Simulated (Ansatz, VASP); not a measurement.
# One calculation of Na, two programs

```xyz
1
Lattice="-2.1007 1.8883 2.6373 2.1007 -1.8883 2.6373 2.1007 1.8883 -2.6373" Properties=species:S:1:pos:R:3 pbc="T T T"
Na    0.0000    0.0000    0.0000
```

Change from the starting cell: strain +0.1125 x Voigt [1, 0, 0, 0, 0, 0], atoms carried along.

Alike in both runs: task single point; functional LDA; k mesh 18 × 18 × 18; occupations gaussian, width 0.15 eV; no spin polarisation.

|  | VASP | Ansatz |
| --- | --- | --- |
| version | VASP 6.6.1 | Ansatz 0.2.0 |
| potentials or method | VASP PAW LDA potentials, release 64 (Na_pv), cutoff 520 eV | scalar-relativistic, plane waves, PAW |
| valence electrons in the cell | 7 | 9 |

```tsv
	VASP	Ansatz	Ansatz less VASP
gap on the k mesh at the Fermi level (eV)	none	none	-
pressure (GPa)	-1.3	-1.3	0.00
traceless stress, the component that is largest in VASP (GPa)	0.37	0.37	-0.001
```

LDA's correlation is that of Perdew and Zunger in VASP and of Perdew and Wang (1992) in Ansatz. A gap of «none» marks a metal or a gap that the smearing closes. VASP's potentials hold 7 valence electrons a cell and Ansatz's 9, so a difference there can come from the potentials and not from the codes.
